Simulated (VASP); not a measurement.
Al2Rh, 6 atoms in the cell. Symmetry: P4_2/mnm, No. 136, tetragonal system. The conventional cell has a = 4.797 Å, b = 4.797 Å, c = 3.165 Å, α = 90.00°, β = 90.00°, γ = 90.00°. Al (site symmetry m2m) has 3 Rh at 2.06 to 2.07 Å and 1 Al at 2.67 Å within 2.7 Å. Within 2.7 Å of Rh (site symmetry mmm) lie 6 Al at 2.06 to 2.07 Å. The cell was built from a structure type or drawn by symmetry, and may not be a known phase.

```yaml
Program: VASP 6.6.1
Task: single point
Functional: PBE
Potentials_or_basis: VASP PAW PBE potentials, release 64 (Al, Rh_pv)
Cutoff: 520 eV
k_mesh: 4 × 4 × 6
Occupations: gaussian, width 0.1 eV
Spin: no spin polarisation
Dipole_correction: no
Further_INCAR_settings: ALGO = Normal; EDIFF = 1e-06; NBANDS = 30
```

Potentials or basis: VASP PAW PBE potentials, release 64 (Al, Rh_pv).

The run is started by

```console
$ cat potpaw_PBE.64/Al/POTCAR potpaw_PBE.64/Rh_pv/POTCAR > POTCAR
$ mpirun -np 1 vasp_std > vasp.out
```

Hardware: 1 thread of Intel(R) Xeon(R) Platinum 8488C (Sapphire Rapids), on a shared host.

Task: How long does it take, and how much memory?

Result: It took 32 s on 1 thread of Intel(R) Xeon(R) Platinum 8488C (Sapphire Rapids), on a shared host, peak memory 0.19 GiB. Counts: scf iterations 13, k points 24.
